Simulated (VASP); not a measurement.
Zr3TiN4, 8 atoms in the cell. The structure is cubic, space group Pm-3m (No. 221). Conventional cell: a = 4.338 Å, b = 4.338 Å, c = 4.338 Å, α = 90.00°, β = 90.00°, γ = 90.00°. Zr (site symmetry 4/mmm) has 6 N at 2.17 Å within 2.9 Å. Within 2.9 Å of Ti (site symmetry m-3m) lie 6 N at 2.17 Å. N (site symmetry 4/mmm) has 4 Zr at 2.17 Å and 2 Ti at 2.17 Å within 2.9 Å. Within 2.9 Å of N (site symmetry m-3m) lie 6 Zr at 2.17 Å. 

```yaml
Program: VASP 6.6.1
Task: single point
Functional: PBE
Potentials_or_basis: VASP PAW PBE potentials, release 64 (Zr_sv, Ti_sv, N)
Cutoff: 520 eV
k_mesh: 8 × 8 × 8
Occupations: gaussian, width 0.1 eV
Spin: no spin polarisation
Dipole_correction: no
Further_INCAR_settings: ALGO = Normal; EDIFF = 1e-07; NBANDS = 44
```

Potentials or basis: VASP PAW PBE potentials, release 64 (Zr_sv, Ti_sv, N).

Run with:

```bash
$ cat potpaw_PBE.64/Zr_sv/POTCAR potpaw_PBE.64/Ti_sv/POTCAR potpaw_PBE.64/N/POTCAR > POTCAR
$ mpirun -np 1 vasp_std > vasp.out
```

Hardware: 1 thread of Intel(R) Xeon(R) 6975P-C (Granite Rapids), on a shared host.

Question: How long does it take, and how much memory?

Answer: It took 63 s on 1 thread of Intel(R) Xeon(R) 6975P-C (Granite Rapids) (shared host), peak memory 0.24 GiB. Counts: scf iterations 18, k points 35.
